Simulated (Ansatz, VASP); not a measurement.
# Two plane-wave programs on HfS4

Contents of INCAR:

```
  PREC = Accurate
  ENCUT = 520
  EDIFF = 1E-6
  ISMEAR = 0
  SIGMA = 0.1
  LREAL = F
  LASPH = T
  NELM = 100
  ALGO = Normal
  ISIF = 2
  LWAVE = F
  LCHARG = T
  GGA = PE
  LELF = T
  LVHAR = T
  NBANDS = 25
```

File KPOINTS:

```
regular mesh
0
Gamma
  4 4 4
```

The input POSCAR:

```
HfS4
1.0
    0.0000000000      3.9141372900      3.9141372900
    3.9141372900      0.0000000000      3.9141372900
    3.9141372900      3.9141372900      0.0000000000
Hf S
1 4
Direct
    0.5000000000      0.5000000000      0.5000000000
    0.1244543500      0.1244543500      0.1244543500
    0.1244543500      0.1244543500      0.6266369600
    0.1244543500      0.6266369600      0.1244543500
    0.6266369600      0.1244543500      0.1244543500
```

Input for Ansatz:

```yaml
crystal:
  lattice:
    - [0.0, 3.91413729, 3.91413729]
    - [3.91413729, 0.0, 3.91413729]
    - [3.91413729, 3.91413729, 0.0]
  atoms:
    - { symbol: Hf, position: [0.5, 0.5, 0.5] }
    - { symbol: S, position: [0.12445435, 0.12445435, 0.12445435] }
    - { symbol: S, position: [0.12445435, 0.12445435, 0.62663696] }
    - { symbol: S, position: [0.12445435, 0.62663696, 0.12445435] }
    - { symbol: S, position: [0.62663696, 0.12445435, 0.12445435] }
basis:
  ecutwfc: 420
kpoints:
  mp_grid: { grid: [4, 4, 4] }
hamiltonian:
  xc: pbe
scf:
  occupations: { method: gaussian, width: 0.1 }
  lower_state_search: "off"
output:
  forces: true
  stress: true
  eigenvalues: true
```

Alike in both runs: task single point; functional PBE; k mesh 4 × 4 × 4; occupations gaussian, width 0.1 eV; no spin polarisation.

|  | VASP | Ansatz |
| --- | --- | --- |
| version | VASP 6.6.1 | Ansatz 0.2.0 |
| potentials or method | VASP PAW PBE potentials, release 64 (Hf_pv, S), cutoff 520 eV | scalar-relativistic, plane waves, PAW |
| valence electrons in the cell | 34 | 50 |

|  | VASP | Ansatz | Ansatz less VASP |
| --- | --- | --- | --- |
| gap on the k mesh at the Fermi level (eV) | none | none | - |
| pressure (GPa) | -8.7 | -8.5 | +0.20 |
| rms of the force components (eV/Å) | 0.098 | 0.096 | -0.0022 |

Atom by atom the forces differ by 0.002 eV/Å (rms over components). A gap of «none» marks a metal or a gap that the smearing closes. With one functional, cell and mesh, what is left measures potentials, basis and numerics. VASP's potentials hold 34 valence electrons a cell and Ansatz's 50, so a difference there can come from the potentials and not from the codes.

Spin-orbit coupling is off throughout.
